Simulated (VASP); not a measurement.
A run of VASP 6.6.1 is set up as follows.

Contents of INCAR:

```
SYSTEM = Os
  PREC = Accurate
  ENCUT = 600
  EDIFF = 1E-6
  ISMEAR = 0
  SIGMA = 0.1
  LREAL = .FALSE.
  LASPH = .TRUE.
  NELM = 100
  ALGO = Fast
  ISIF = 4
  LWAVE = .FALSE.
  LCHARG = .FALSE.
  GGA = PE
  IBRION = 2
  NSW = 50
  EDIFFG = -0.01
```

File KPOINTS:

```
Automatic mesh
0
G
  18 18 10
  0 0 0
```

File POSCAR:

```
Os
1.0
    2.7249829598      0.0000000000      0.0000000000
   -1.3624914799      2.3599044681      0.0000000000
    0.0000000000      0.0000000000      4.3069115524
Os
2
Direct
    0.3333333333      0.6666666667      0.2500000000
    0.6666666667      0.3333333333      0.7500000000
```

Potentials or basis: VASP PAW PBE potentials, release 64 (Os).

Launch:

```console
$ cat potpaw_PBE.64/Os/POTCAR > POTCAR
$ mpirun -np 1 vasp_std > vasp.out
```

(1) Estimate the band gap on the k mesh.

## Answers

(1) zero (bands 8 and 9 overlap by 4.01 eV).

Caveat: spin-orbit coupling is left out, which moves the levels of the heavy elements.
